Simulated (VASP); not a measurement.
# TePb: vibrations by perturbation theory with PBEsol

Crystal: TePb.

```
Te Pb
1.0
     0.00000    3.23100    3.23100
     3.23100    0.00000    3.23100
     3.23100    3.23100    0.00000
Te Pb
1 1
Direct
  0.50000 0.50000 0.50000
  0.00000 0.00000 0.00000
```

* Program: VASP 6.6.1
* Task: vibrations by perturbation theory
* Functional: PBEsol
* Potentials or basis: VASP PAW PBE potentials, release 64 (Te, Pb_d)
* Cutoff: 520 eV
* k mesh: 6 × 6 × 6
* Occupations: gaussian, width 0.01 eV
* Spin: no spin polarisation
* Dipole correction: no
* Further INCAR settings: ALGO = Normal; EDIFF = 1e-08; NBANDS = 17; IBRION = 8; NSW = 1

```yaml
Highest_phonon_frequency_at_Γ_LO-TO_splitting_left_out: 30 cm⁻¹
```

Phonon frequencies in cm⁻¹ (negative: imaginary):
| q point | frequencies |
| --- | --- |
| (0.000, 0.000, 0.000) | 0 0 0 30 30 30 |

Run time: 85 s on 1 thread of AMD EPYC 9R45 96-Core Processor (Zen 5), with other jobs on the host, peak memory 0.26 GiB.
